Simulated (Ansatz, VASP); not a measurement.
**TiAl in VASP and in Ansatz**

INCAR

```
SYSTEM = TiAl
  PREC = Accurate
  ENCUT = 520
  EDIFF = 1E-7
  ISMEAR = 0
  SIGMA = 0.15
  LREAL = .False.
  LASPH = .True.
  NELM = 60
  ALGO = Normal
  ISIF = 2
  LWAVE = .False.
  LCHARG = .False.
  GGA = PS
  NBANDS = 14
```

Contents of KPOINTS:

```
Automatic mesh
0
Gamma
  18 18 10
  0 0 0
```

POSCAR

```
TiAl
1.0
    2.8672622327      0.0000000000      0.0000000000
   -1.4336311163      2.4831219328      0.0000000000
    0.0000000000      0.0000000000      4.5377405100
Ti Al
1 1
Direct
    0.0000000000      0.0000000000      0.0000000000
    0.3333333333      0.6666666667      0.5000000000
```

Input for Ansatz:

```yaml
crystal:
  lattice:
    - [2.8672622327, 0.0, 0.0]
    - [-1.4336311163, 2.4831219328, 0.0]
    - [0.0, 0.0, 4.53774051]
  atoms:
    - { symbol: Ti, position: [0.0, 0.0, 0.0] }
    - { symbol: Al, position: [0.3333333333, 0.6666666667, 0.5] }
basis:
  ecutwfc: 420
kpoints:
  mp_grid: { grid: [18, 18, 10] }
hamiltonian:
  xc: pbesol
scf:
  occupations: { method: gaussian, width: 0.15 }
output:
  forces: true
  stress: true
  eigenvalues: true
```

Change from the starting cell: strain +0.000 along x and y, -0.030 along z, atoms carried along.

Alike in both runs: task single point; functional PBEsol; k mesh 18 × 18 × 10; occupations gaussian, width 0.15 eV; no spin polarisation.

```csv
,VASP,Ansatz
version,VASP 6.6.1,Ansatz 0.2.0
potentials or method,"VASP PAW PBE potentials, release 64 (Ti_sv, Al), cutoff 520 eV","scalar-relativistic, plane waves, PAW"
valence electrons in the cell,15,15
```

|  | VASP | Ansatz | Ansatz less VASP |
| --- | --- | --- | --- |
| gap on the k mesh at the Fermi level (eV) | none | none | - |
| pressure (GPa) | 0.9 | 0.9 | +0.01 |
| traceless stress, the component that is largest in VASP (GPa) | 2.40 | 2.33 | -0.074 |

VASP's potentials were made for PBE, not for PBEsol. A gap of «none» marks a metal or a gap that the smearing closes. The functional is the same, so the differences come from potentials, cutoffs and numerics.
